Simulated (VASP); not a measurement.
Write the native input for VASP 6.6.1 that does the following.

* Task: single point
* Functional: PBE
* Potentials or basis: VASP PAW PBE potentials, release 64 (Ag)
* Cutoff: 500 eV
* k mesh: 10 × 10 × 6
* Occupations: fermi-dirac, width 0.05 eV
* Spin: no spin polarisation
* Dipole correction: no
* Further INCAR settings: ALGO = Normal; EDIFF = 1e-06; NBANDS = 18

The structure of Ag lies in POSCAR:

```
Ag
1.0
    2.9103349780      0.0000000000      0.0000000000
   -1.4551674890      2.5204240244      0.0000000000
    0.0000000000      0.0000000000      4.7578513803
Ag
2
Direct
    0.6666666667      0.3333333333      0.7500000000
    0.3333333333      0.6666666667      0.2500000000
```

This isn't the form of Ag at room conditions, which is fcc.

These files were run (other wordings do the same):

INCAR

```
PREC = Accurate
ENCUT = 500
EDIFF = 1E-6
ISMEAR = -1
SIGMA = 0.05
LREAL = F
LASPH = T
NELM = 120
ALGO = Normal
ISIF = 2
LWAVE = F
LCHARG = F
GGA = PE
NBANDS = 18
GGA_COMPAT = F
```

KPOINTS

```
Automatic mesh
0
Gamma
  10 10 6
```

Potentials or basis: VASP PAW PBE potentials, release 64 (Ag).

Launch:

```console
$ cat potpaw_PBE.64/Ag/POTCAR > POTCAR
$ mpirun -np 1 vasp_std > vasp.out
```

It gave:

```yaml
Pressure: 2.5 GPa
Band_gap_on_the_k_mesh: zero (bands 11 and 12 overlap by 6.49 eV)
```

It took 9 s on 1 thread of Intel(R) Xeon(R) 6975P-C (Granite Rapids), with other jobs on the host, peak memory 0.16 GiB.
